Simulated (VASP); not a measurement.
# TlBr (Pm-3m) in VASP: further runs

Runs on TlBr. Level: r2SCAN. Tasks: single point.

Everything below comes from runs of VASP 6.6.1. Logs are shortened: lines on timing, memory, paths and dates and some standing lists are left out, and cuts for length are marked.

## Step 1: The cell of the first run

It takes space group Pm-3m (No. 221, cubic). The conventional cell has a = 4.034 Å, b = 4.034 Å, c = 4.034 Å, α = 90.00°, β = 90.00°, γ = 90.00°. Tl (site symmetry m-3m) has 8 Br at 3.49 Å and 6 Tl at 4.03 Å within 4.6 Å. Br (site symmetry m-3m) has 8 Tl at 3.49 Å and 6 Br at 4.03 Å within 4.6 Å.

## Step 2: Single point, r2SCAN (32.83 Å³/atom)

POSCAR reads:

```
TlBr
1.0
    4.0344625147      0.0000000000      0.0000000000
    0.0000000000      4.0344625147      0.0000000000
    0.0000000000      0.0000000000      4.0344625147
Tl Br
1 1
Direct
    0.0000000000      0.0000000000      0.0000000000
    0.5000000000      0.5000000000      0.5000000000
```

INCAR.step1 reads:

```
SYSTEM = TlBr
  ALGO = Normal
  EDIFF = 1E-5
  ENCUT = 550
  GGA = PE
  GGA_COMPAT = .False.
  ISMEAR = 0
  LASPH = .True.
  LCHARG = .False.
  LREAL = .False.
  LWAVE = .True.
  NBANDS = 17
  NELM = 120
  PREC = Accurate
  SIGMA = 0.01
```

INCAR.step2 reads:

```
SYSTEM = TlBr
  ALGO = Normal
  EDIFF = 1E-6
  ENCUT = 550
  GGA_COMPAT = .False.
  ISIF = 2
  ISMEAR = 0
  ISTART = 1
  LASPH = .True.
  LCHARG = .False.
  LMIXTAU = .True.
  LREAL = .False.
  LWAVE = .False.
  METAGGA = R2SCAN
  NBANDS = 17
  NELM = 120
  PREC = Accurate
  SIGMA = 0.01
```

KPOINTS reads:

```
k-points
0
Gamma
  6 6 6
  0 0 0
```

Potentials or basis: VASP PAW PBE potentials, release 64 (Tl_d, Br).

Run with:

```
$ cat potpaw_PBE.64/Tl_d/POTCAR potpaw_PBE.64/Br/POTCAR > POTCAR
$ cp INCAR.step1 INCAR
$ mpirun -np 1 vasp_std > vasp.out
$ cp INCAR.step2 INCAR
$ mpirun -np 1 vasp_std > vasp.out
```

OUTCAR:

```text
SYSTEM = TlBr
   EDIFF = 1E-6
   ENCUT = 550
   ISIF = 2
   ISMEAR = 0
   ISTART = 1
   LASPH = .True.
   LREAL = .False.
   METAGGA = R2SCAN
   NELM = 120
   PREC = Accurate

 ion  position               nearest neighbor table
   1  0.000  0.000  0.000-
   2  0.500  0.500  0.500-

  LATTYP: Found a simple cubic cell.
 ALAT       =     4.0344625147

  Lattice vectors:

 A1 = (   4.0344625147,   0.0000000000,   0.0000000000)
 A2 = (   0.0000000000,   4.0344625147,   0.0000000000)
 A3 = (   0.0000000000,   0.0000000000,   4.0344625147)

Analysis of symmetry for initial positions (statically):
=====================================================================
 Subroutine PRICEL returns:
 Original cell was already a primitive cell.

 Routine SETGRP: Setting up the symmetry group for a
 simple cubic supercell.

 Subroutine GETGRP returns: Found 48 space group operations
 (whereof 48 operations were pure point group operations)
 out of a pool of 48 trial point group operations.

The static configuration has the point symmetry O_h .

Analysis of symmetry for dynamics (positions and initial velocities):
=====================================================================
 Subroutine PRICEL returns:
 Original cell was already a primitive cell.

 Routine SETGRP: Setting up the symmetry group for a
 simple cubic supercell.

 Subroutine GETGRP returns: Found 48 space group operations
 (whereof 48 operations were pure point group operations)
 out of a pool of 48 trial point group operations.

The dynamic configuration has the point symmetry O_h .

 Subroutine INISYM returns: Found 48 space group operations
 (whereof 48 operations are pure point group operations),
 and found     1 'primitive' translations

----------------------------------------------------------------------------------------

                                     Primitive cell

  volume of cell :      65.6685

  direct lattice vectors                    reciprocal lattice vectors
     4.034462515  0.000000000  0.000000000     0.247864492  0.000000000  0.000000000
     0.000000000  4.034462515  0.000000000     0.000000000  0.247864492  0.000000000
     0.000000000  0.000000000  4.034462515     0.000000000  0.000000000  0.247864492

  length of vectors
     4.034462515  4.034462515  4.034462515     0.247864492  0.247864492  0.247864492

  position of ions in fractional coordinates (direct lattice)
     0.000000000  0.000000000  0.000000000
     0.500000000  0.500000000  0.500000000

  ion indices of the primitive-cell ions
   primitive index   ion index
                 1           1
                 2           2

----------------------------------------------------------------------------------------

 KPOINTS: k-points

Automatic generation of k-mesh.
 Grid dimensions read from file:
 generate k-points for:    6    6    6

 Generating k-lattice:

  Cartesian coordinates                     Fractional coordinates (reciprocal lattice)
     0.041310749  0.000000000  0.000000000     0.166666667  0.000000000  0.000000000
     0.000000000  0.041310749  0.000000000     0.000000000  0.166666667  0.000000000
     0.000000000  0.000000000  0.041310749     0.000000000  0.000000000  0.166666667

  Length of vectors
     0.041310749  0.041310749  0.041310749

  Shift w.r.t. Gamma in fractional coordinates (k-lattice)
     0.000000000  0.000000000  0.000000000

 Subroutine IBZKPT returns following result:
 ===========================================

 Found     20 irreducible k-points:

 Following reciprocal coordinates:
            Coordinates               Weight
  0.000000  0.000000  0.000000      1.000000
  0.166667  0.000000  0.000000      6.000000
  0.333333  0.000000  0.000000      6.000000
  0.500000  0.000000  0.000000      3.000000
  0.166667  0.166667  0.000000     12.000000
  0.333333  0.166667  0.000000     24.000000
[... 12 lines left out ...]
  0.500000  0.500000  0.333333      6.000000
  0.500000  0.500000  0.500000      1.000000
   k-points           NKPTS =     20   k-points in BZ     NKDIM =     20   number of bands    NBANDS=     17
   number of dos      NEDOS =    301   number of ions     NIONS =      2
   total plane-waves  NPLWV =  32768
   dimension x,y,z NGX =    32 NGY =   32 NGZ =   32
   dimension x,y,z NGXF=    64 NGYF=   64 NGZF=   64
   ions per type =               1   1
   NGX,Y,Z   is equivalent  to a cutoff of  13.19, 13.19, 13.19 a.u.
   NGXF,Y,Z  is equivalent  to a cutoff of  26.37, 26.37, 26.37 a.u.
 SYSTEM =  TlBr
   PREC   = accura    normal or accurate (medium, high low for compatibility)
   ISTART =      1    job   : 0-new  1-cont  2-samecut
   ICHARG =      0    charge: 1-file 2-atom 10-const
   ISPIN  =      1    spin polarized calculation?
   LNONCOLLINEAR =      F non collinear calculations
   LSORBIT =      F    spin-orbit coupling
   LASPH  =      T    aspherical Exc in radial PAW
   ENCUT  =  550.0 eV  40.42 Ry    6.36 a.u.   7.71  7.71  7.71*2*pi/ulx,y,z
   NELM   =    120;   NELMIN=  2; NELMDL=  0     # of ELM steps
   EDIFF  = 0.1E-05   stopping-criterion for ELM
   LREAL  =      F    real-space projection
   EDIFFG = 0.1E-04   stopping-criterion for IOM
   NSW    =      0    number of steps for IOM
   IBRION =     -1    ionic relax: 0-MD 1-quasi-New 2-CG
   NFREE  =      0    steps in history (QN), initial steepest desc. (CG)
   ISIF   =      2    stress and relaxation
   ISYM   =      2    0-nonsym 1-usesym 2-fastsym
   POTIM  = 0.5000    time-step for ionic-motion
   TEBEG  =    0.0;   TEEND  =   0.0 temperature during run
   PSTRESS=    0.0 pullay stress
   NELECT =      20.0000    total number of electrons
   NUPDOWN=      -1.0000    fix difference up-down
   EMIN   =  10.00;   EMAX   =-10.00  energy-range for DOS
   EFERMI =   0.00;   METHOD = LEGACY
   ISMEAR =     0;   SIGMA  =   0.01  broadening in eV -4-tet -1-fermi 0-gaus
   EFERMI_NEDOS =   21; number of points for ismear=-14 and -15
   IALGO  =     38    algorithm
   IMIX   =      4    mixing-type and parameters
     AMIX     =   0.40;   BMIX     =  1.00
     AMIX_MAG =   1.60;   BMIX_MAG =  1.00
  volume/ion in A,a.u.               =      32.83       221.58
  Fermi-wavevector in a.u.,A,eV,Ry     =   1.101453  2.081444 16.506559  1.213198
  Thomas-Fermi vector in A             =   2.237880
   LORBIT       =      0    0 simple, 1 ext, 2 COOP (PROOUT), +10 PAW based schemes
   METAGGA = R2SCAN    functional components
   LHFCALC =     F    Hartree Fock is set to
   AEXX    =    0.0000 exact exchange contribution
   IVDW    =     0    specifies the selected vdW correction
   LEPSILON=     F    determine dielectric tensor
   LRPA    =     F    only Hartree local field effects (RPA)
 non-spin polarized calculation
 Gauss-broadening in eV      SIGMA  =   0.01
  energy-cutoff  :      550.00
  volume of cell :       65.67
 maximum number of plane-waves:      1956
 NGX is ok and might be reduce to    32
   NGX = 15   NGY = 15   NGZ = 15

 number of electron      20.0000002 magnetization

 Free energy of the ion-electron system (eV)
  ---------------------------------------------------
  ext. energy  EPLUGINS =         0.00000000
  ---------------------------------------------------
  free energy    TOTEN  =       -68.37757339 eV

  energy without entropy =      -68.37757339  energy(sigma->0) =      -68.37757339

 E-fermi :   1.6950     XC(G=0):  -9.2256

 val. band max:        1.6398265190   @ k =   0.5000   0.0000   0.0000
 cond. band min:       4.0427707992   @ k =   0.5000   0.0000   0.0000
 fundamental gap:      2.4029442802
 Fermi energy:         1.6949727397

 k-point     1 :       0.0000    0.0000    0.0000
  band No.  band energies     occupation
      1     -12.3457      2.00000
      2      -8.7316      2.00000
      3      -8.7316      2.00000
      4      -8.5699      2.00000
      5      -8.5699      2.00000
      6      -8.5699      2.00000
[... 9 lines left out ...]
     16      13.1956      0.00000
     17      15.7540      0.00000

 k-point     2 :       0.1667    0.0000    0.0000
  band No.  band energies     occupation
      1     -12.2951      2.00000
      2      -8.7295      2.00000
      3      -8.7021      2.00000
      4      -8.5828      2.00000
      5      -8.5828      2.00000
      6      -8.5688      2.00000
[... 9 lines left out ...]
     16      14.5717      0.00000
     17      15.4077      0.00000

 k-point     3 :       0.3333    0.0000    0.0000
  band No.  band energies     occupation
      1     -12.1894      2.00000
      2      -8.7253      2.00000
      3      -8.6446      2.00000
      4      -8.6083      2.00000
      5      -8.6083      2.00000
      6      -8.5664      2.00000
[... 9 lines left out ...]
     16      13.5153      0.00000
     17      15.8451      0.00000

 k-point     4 :       0.5000    0.0000    0.0000
  band No.  band energies     occupation
      1     -12.1342      2.00000
      2      -8.7233      2.00000
      3      -8.6210      2.00000
      4      -8.6210      2.00000
      5      -8.6167      2.00000
      6      -8.5653      2.00000
[... 9 lines left out ...]
     16      15.3878      0.00000
     17      15.9018      0.00000
[... 263 lines left out ...]
      1     -11.9414      2.00000
      2      -8.6666      2.00000
      3      -8.6474      2.00000
      4      -8.6188      2.00000
      5      -8.5800      2.00000
      6      -8.5479      2.00000
[... 9 lines left out ...]
     16      14.0824      0.00000
     17      18.2093      0.00000

 k-point    19 :       0.5000    0.5000    0.3333
  band No.  band energies     occupation
      1     -11.9017      2.00000
      2      -8.6639      2.00000
      3      -8.6639      2.00000
      4      -8.6527      2.00000
      5      -8.5634      2.00000
      6      -8.5296      2.00000
[... 9 lines left out ...]
     16      14.6062      0.00000
     17      18.2747      0.00000

 k-point    20 :       0.5000    0.5000    0.5000
  band No.  band energies     occupation
      1     -11.8570      2.00000
      2      -8.6824      2.00000
      3      -8.6824      2.00000
      4      -8.6824      2.00000
      5      -8.5290      2.00000
      6      -8.5290      2.00000
[... 9 lines left out ...]
     16      15.1276      0.00000
     17      18.6321      0.00000

------------------------ aborting loop because EDIFF is reached ----------------------------------------

  FORCE on cell =-STRESS in cart. coord.  units (eV):
  Direction    XX          YY          ZZ          XY          YZ          ZX
  --------------------------------------------------------------------------------------
  -------------------------------------------------------------------------------------
  Total       -0.2740923     -0.2740923     -0.2740923      0.0000000      0.0000000      0.0000000
  in kB       -6.6872942     -6.6872942     -6.6872942      0.0000000      0.0000000      0.0000000
  external PRESSURE =      -6.6872942 kB  Pullay stress =       0.0000000 kB

 VOLUME and BASIS-vectors are now :
 -----------------------------------------------------------------------------
  energy-cutoff  :      550.00
  volume of cell :       65.67
      direct lattice vectors                 reciprocal lattice vectors
     4.034462515  0.000000000  0.000000000     0.247864492  0.000000000  0.000000000
     0.000000000  4.034462515  0.000000000     0.000000000  0.247864492  0.000000000
     0.000000000  0.000000000  4.034462515     0.000000000  0.000000000  0.247864492

 POSITION                                       TOTAL-FORCE (eV/Angst)
 -----------------------------------------------------------------------------------
      0.00000      0.00000      0.00000         0.000000      0.000000      0.000000
      2.01723      2.01723      2.01723         0.000000      0.000000      0.000000
 -----------------------------------------------------------------------------------
    total drift:                                0.000000      0.000000     -0.000000

  FREE ENERGIE OF THE ION-ELECTRON SYSTEM (eV)
  ---------------------------------------------------
  free  energy   TOTEN  =       -68.3775733855 eV

  energy  without entropy=      -68.3775733855  energy(sigma->0) =      -68.37757339
```

Wall time 1.7 min (1 thread of AMD EPYC 7R43 (Zen 3), shared host); peak memory 0.15 GiB.

Results:

| Property | Result |
| --- | --- |
| Free energy | -68.3776 eV |
| Pressure | -0.7 GPa |
| Band gap on the k mesh | 2.40 eV |

Levels at points of the mesh, in eV from the valence-band top:
```
           k point  band 6  band 7  band 8  band 9  band 10  band 11  band 12  band 13  band 14  band 15
(0.00, 0.00, 0.00)  -10.21   -4.49   -1.17   -1.17    -1.17     7.59     7.59     7.59     7.66     7.66
(0.50, 0.00, 0.00)  -10.21   -5.34   -0.72   -0.72     0.00     2.40     6.25     6.25     8.73    11.01
(0.50, 0.50, 0.00)  -10.17   -3.64   -2.69   -2.69    -0.64     5.23     5.23     7.76     8.37    10.80
(0.50, 0.50, 0.50)  -10.17   -2.74   -1.79   -1.79    -1.79     2.68     2.68     2.68    13.49    13.49
```

Caveat: the PAW data sets were made with another functional, which shifts forces and pressure a little; spin-orbit coupling is left out, which moves the levels of the heavy elements.

## Step 3: Single point, r2SCAN (33.79 Å³/atom)

This run uses another cell than the first one, of 33.79 Å³/atom.

POSCAR reads:

```
TlBr
1.0
    4.0732578034      0.0000000000      0.0000000000
    0.0000000000      4.0732578034      0.0000000000
    0.0000000000      0.0000000000      4.0732578034
Tl Br
1 1
Direct
    0.0000000000      0.0000000000      0.0000000000
    0.5000000000      0.5000000000      0.5000000000
```

INCAR.step1 reads:

```
  PREC = Accurate
  ENCUT = 550
  ISMEAR = 0
  SIGMA = 0.01
  LREAL = False
  LASPH = True
  NELM = 120
  NBANDS = 17
  GGA = PE
  ALGO = Normal
  EDIFF = 1E-5
  LWAVE = True
  LCHARG = False
  GGA_COMPAT = False
```

INCAR.step2 reads:

```
  PREC = Accurate
  ENCUT = 550
  EDIFF = 1E-6
  ISMEAR = 0
  SIGMA = 0.01
  LREAL = False
  LASPH = True
  NELM = 120
  ALGO = Normal
  ISIF = 2
  LWAVE = False
  LCHARG = False
  METAGGA = R2SCAN
  LMIXTAU = True
  NBANDS = 17
  ISTART = 1
  GGA_COMPAT = False
```

KPOINTS reads:

```
Automatic mesh
0
Gamma
  6 6 6
```

Potentials or basis: VASP PAW PBE potentials, release 64 (Tl_d, Br).

Run with:

```
$ cat potpaw_PBE.64/Tl_d/POTCAR potpaw_PBE.64/Br/POTCAR > POTCAR
$ cp INCAR.step1 INCAR
$ mpirun -np 1 vasp_std > vasp.out
$ cp INCAR.step2 INCAR
$ mpirun -np 1 vasp_std > vasp.out
```

It took 2.2 min on 1 thread of AMD EPYC 7R43 (Zen 3), shared host; peak memory 0.15 GiB.

It converged, with:

| Property | Result |
| --- | --- |
| Free energy | -68.3665 eV |
| Pressure | -1.2 GPa |
| Band gap on the k mesh | 2.47 eV |

Levels at points of the mesh, in eV from the valence-band top:
```
           k point  band 7  band 8  band 9  band 10  band 11  band 12  band 13  band 14
(0.00, 0.00, 0.00)   -4.43   -1.05   -1.05    -1.05     7.49     7.49     7.49     7.73
(0.50, 0.00, 0.00)   -5.17   -0.63   -0.63     0.00     2.47     6.25     6.25     8.83
(0.50, 0.50, 0.00)   -3.60   -2.50   -2.50    -0.55     5.20     5.20     7.67     8.38
(0.50, 0.50, 0.50)   -2.76   -1.65   -1.65    -1.65     2.78     2.78     2.78    13.31
```

Caveat: the PAW data sets were made with another functional, which shifts forces and pressure a little; spin-orbit coupling is left out, which moves the levels of the heavy elements.
